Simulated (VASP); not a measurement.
K3Cd2Os, 6 atoms in the cell. It takes space group R-3m (No. 166, trigonal). Conventional cell: a = 6.250 Å, b = 6.250 Å, c = 13.651 Å, α = 90.00°, β = 90.00°, γ = 120.00°. K (site symmetry 2/m) has 2 Os at 2.90 Å and 4 K at 3.13 Å and 6 Cd at 3.36 to 3.57 Å within 3.8 Å. Cd (site symmetry 3m) has 9 K at 3.36 to 3.57 Å and 4 Cd at 3.43 to 3.78 Å and 3 Os at 3.65 Å within 4.4 Å. Os (site symmetry -3m) has 6 K at 2.90 Å and 6 Cd at 3.65 Å within 3.8 Å. 

| Item | Value |
| --- | --- |
| Program | VASP 6.6.1 |
| Task | single point |
| Functional | PBE |
| Potentials or basis | VASP PAW PBE potentials, release 64 (K_sv, Cd, Os) |
| Cutoff | 520 eV |
| k mesh | 3 × 3 × 3 |
| Occupations | gaussian, width 0.1 eV |
| Spin | no spin polarisation |
| Dipole correction | no |
| Further INCAR settings | ALGO = Normal; EDIFF = 1e-07; NBANDS = 38 |

Potentials or basis: VASP PAW PBE potentials, release 64 (K_sv, Cd, Os).

The run is started by

```console
$ cat potpaw_PBE.64/K_sv/POTCAR potpaw_PBE.64/Cd/POTCAR potpaw_PBE.64/Os/POTCAR > POTCAR
$ mpirun -np 1 vasp_std > vasp.out
```

Hardware: 1 thread of Intel(R) Xeon(R) Platinum 8375C CPU @ 2.90GHz (Ice Lake) (shared host).

Q: How long does it take, and how much memory?

A: Wall time 54 s on 1 thread of Intel(R) Xeon(R) Platinum 8375C CPU @ 2.90GHz (Ice Lake) (shared host), peak memory 0.33 GiB. Counts: scf iterations 16, k points 6.
